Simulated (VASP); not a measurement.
The system is KPt.

```xyz
2
Lattice="3.0008 0.0000 0.0000 -1.5004 2.5988 0.0000 0.0000 0.0000 5.3456" Properties=species:S:1:pos:R:3 pbc="T T T"
K     0.0000    0.0000    2.6728
Pt    1.5004    0.8663    0.0000
```

Base run:

* Program: VASP 6.6.1
* Functional: LDA
* Potentials or basis: VASP PAW LDA potentials, release 64 (K_sv, Pt)
* Cutoff: 500 eV
* k mesh: 11 × 11 × 6
* Occupations: fermi-dirac, width 0.08 eV
* Spin: collinear spin, ferromagnetic start
* Starting moments: [0.0, 0.8] μB
* Fixed moment: 0.8 μB

Its results: pressure -4.7 GPa; site moments K +0.03; Pt +0.63 μB.

Q: The run is repeated on the same cell with these changes: fixed moment from 0.8 μB to 0.3 μB; moments at the start from [0.0, 0.8] to [0.0, 0.3]. What comes out?

A: Pressure -6.4 GPa; site moments K +0.01; Pt +0.24 μB.

Caveats: the total moment is fixed, so each spin has its own Fermi level.
